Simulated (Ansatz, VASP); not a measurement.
**Al3B2Sb: VASP beside Ansatz**

```
Al B Sb
1.0
     3.05709   -5.29398    0.00000
     3.05709    5.29398    0.00000
     0.00000    0.00000    2.80999
Al B Sb
3 2 1
Direct
  0.00000 0.50000 0.00000
  0.50000 0.50000 0.00000
  0.50000 0.00000 0.00000
  0.33332 0.66668 0.50000
  0.66668 0.33332 0.50000
  0.00000 0.00000 0.00000
```

Change from the starting cell: the structure that the rattled cell fell into.

Alike in both runs: functional PBE; k mesh 8 × 8 × 14; occupations gaussian, width 0.1 eV; no spin polarisation.

Ansatz relaxed the structure, and its values are those at the end. VASP's run is a single point on that final structure, the one shown.

```csv
,VASP,Ansatz
version,VASP 6.6.1,Ansatz 0.2.0
potentials or method,"VASP PAW PBE potentials, release 64 (Al, B, Sb), cutoff 520 eV","scalar-relativistic, plane waves, PAW"
valence electrons in the cell,20,30
```

|  | VASP | Ansatz | Ansatz less VASP |
| --- | --- | --- | --- |
| gap on the k mesh at the Fermi level (eV) | none | none | - |
| pressure (GPa) | 0.0 | 0.0 | -0.02 |

A gap of «none» marks a metal or a gap that the smearing closes. VASP's potentials hold 20 valence electrons a cell and Ansatz's 30, so a difference there can come from the potentials and not from the codes.

Neither program's run includes spin-orbit coupling.
